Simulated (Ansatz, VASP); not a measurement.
# Two plane-wave programs on Cr

File INCAR:

```
SYSTEM = Cr
ALGO     = Normal         ! electronic algorithm
EDIFF    = 1E-6           ! SCF threshold, eV
ENCUT    = 500            ! plane-wave cutoff, eV
GGA      = PE             ! functional
GGA_COMPAT= .FALSE.      
ISIF     = 2              ! what is computed and relaxed
ISMEAR   = -1             ! smearing method
ISPIN    = 2              ! spin polarisation
LASPH    = .TRUE.         ! aspherical terms in the spheres
LCHARG   = .FALSE.        ! write CHGCAR
LMAXMIX  = 4              ! l up to which the mixer works
LORBIT   = 11             ! projections on sites
LREAL    = .FALSE.        ! projectors in reciprocal space
LWAVE    = .FALSE.        ! write WAVECAR
MAGMOM   = 0              ! initial moments
NBANDS   = 16             ! bands
NELM     = 200            ! most SCF steps
PREC     = Accurate       ! precision mode
SIGMA    = 0.1            ! smearing width, eV
```

Contents of KPOINTS:

```
k-points
0
G
  8 8 8
  0 0 0
```

File POSCAR:

```
Cr
1.0
    0.0000000000      1.8986140000      1.8986140000
    1.8986140000      0.0000000000      1.8986140000
    1.8986140000      1.8986140000      0.0000000000
Cr
1
Direct
    0.0000000000      0.0000000000      0.0000000000
```

Input for Ansatz:

```yaml
crystal:
  lattice:
    - [0, 1.898614, 1.898614]
    - [1.898614, 0, 1.898614]
    - [1.898614, 1.898614, 0]
  atoms:
    - { symbol: Cr, position: [0, 0, 0] }
kpoints:
  mp_grid: { grid: [8, 8, 8], shift: [0, 0, 0] }
hamiltonian:
  xc: pbe
  pseudopotentials: { kind: nc }
scf:
  occupations: { method: fermi_dirac }
magnetization:
  spin_polarized: true
```

Alike in both runs: task single point; functional PBE; k mesh 8 × 8 × 8; collinear spin.

```csv
,VASP,Ansatz
version,VASP 6.6.1,Ansatz 0.2 development build
potentials or method,"VASP PAW PBE potentials, release 64 (Cr_pv)",scalar-relativistic
plane-wave cutoff (eV),500,1279
occupations,"fermi-dirac, width 0.1 eV",fermi-dirac
```

|  | VASP | Ansatz | Ansatz less VASP |
| --- | --- | --- | --- |
| net moment per atom (μB) | 0.00 | 0.00 | 0.000 |
